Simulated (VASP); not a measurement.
SrO, 2 atoms in the cell. The structure is tetragonal, space group I4/mmm (No. 139). Conventional cell: a = 3.622 Å, b = 3.622 Å, c = 5.097 Å, α = 90.00°, β = 90.00°, γ = 90.00°. Sr (site symmetry 4/mmm) has 6 O at 2.55 to 2.56 Å within 3.4 Å. Within 3.4 Å of O (site symmetry 4/mmm) lie 6 Sr at 2.55 to 2.56 Å.  This cell differs from its parent crystal: z stretched by -0.5 %, x and y held.

* Program: VASP 6.6.1
* Task: single point
* Functional: PBEsol
* Potentials or basis: VASP PAW PBE potentials, release 64 (Sr_sv, O)
* Cutoff: 520 eV
* k mesh: 8 × 8 × 8
* Occupations: gaussian, width 0.01 eV
* Spin: non-collinear spin, zero start, spin-orbit coupling
* Starting moments: [[0.0, 0.0, 0.0], [0.0, 0.0, 0.0]] μB
* Dipole correction: no
* Further INCAR settings: ALGO = Normal; EDIFF = 1e-06; NBANDS = 28

Potentials or basis: VASP PAW PBE potentials, release 64 (Sr_sv, O).

Run with:

```console
$ cat potpaw_PBE.64/Sr_sv/POTCAR potpaw_PBE.64/O/POTCAR > POTCAR
$ mpirun -np 1 vasp_ncl > vasp.out
```

Hardware: 1 thread of Intel(R) Xeon(R) 6975P-C (Granite Rapids), with other jobs on the host.

How long does it take, and how much memory?

Run time: 72 s on 1 thread of Intel(R) Xeon(R) 6975P-C (Granite Rapids) (shared host), peak memory 0.29 GiB. Counts: scf iterations 14, k points 59.
